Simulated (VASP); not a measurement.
Wanted: the native input for a VASP 6.6.1 run.

```
Task                   : single point
Functional             : PBEsol
Potentials or basis    : VASP PAW PBE potentials, release 64 (Ge_d)
Cutoff                 : 520 eV
k mesh                 : 11 × 11 × 6
Occupations            : methfessel-paxton, width 0.15 eV
Spin                   : no spin polarisation
Dipole correction      : no
Further INCAR settings : ALGO = Normal; EDIFF = 1e-06; NBANDS = 21
```

The structure of Ge lies in POSCAR:

```
Ge
1.0
    1.4259773385     -2.4864498378      0.0000000000
    1.4259773385      2.4864498378      0.0000000000
    0.0000000000      0.0000000000      4.5303794701
Ge
2
Direct
    0.6665530000      0.3334470000      0.2500000000
    0.3334470000      0.6665530000      0.7500000000
```

This isn't the form of Ge at room conditions, which is diamond.

The input as run:

INCAR

```
SYSTEM = Ge
ALGO = Normal ; EDIFF = 1E-6
ENCUT = 520 ; GGA = PS
ISIF = 2 ; ISMEAR = 1
LASPH = .True. ; LCHARG = .True.
LELF = .True. ; LREAL = .False.
LVHAR = .True. ; LWAVE = .False.
NBANDS = 21 ; NELM = 100
PREC = Accurate ; SIGMA = 0.15
```

KPOINTS

```
k-points
0
Gamma
  11 11 6
  0 0 0
```

Potentials or basis: VASP PAW PBE potentials, release 64 (Ge_d).

The run is started by

```console
$ cat potpaw_PBE.64/Ge_d/POTCAR > POTCAR
$ mpirun -np 1 vasp_std > vasp.out
```

It gave:

| Quantity | Value |
| --- | --- |
| Pressure | 13.1 GPa |
| Largest force | 0.005 eV/Å |
| Band gap on the k mesh | zero (bands 14 and 15 overlap by 10.75 eV) |

Caveat: the stress differs along the axes, from 10 to 20 GPa; the PAW data sets were made with another functional, which shifts forces and pressure a little.

Run time: 2.9 min on 1 thread of AMD EPYC 7R13, on a shared host, peak memory 0.18 GiB.
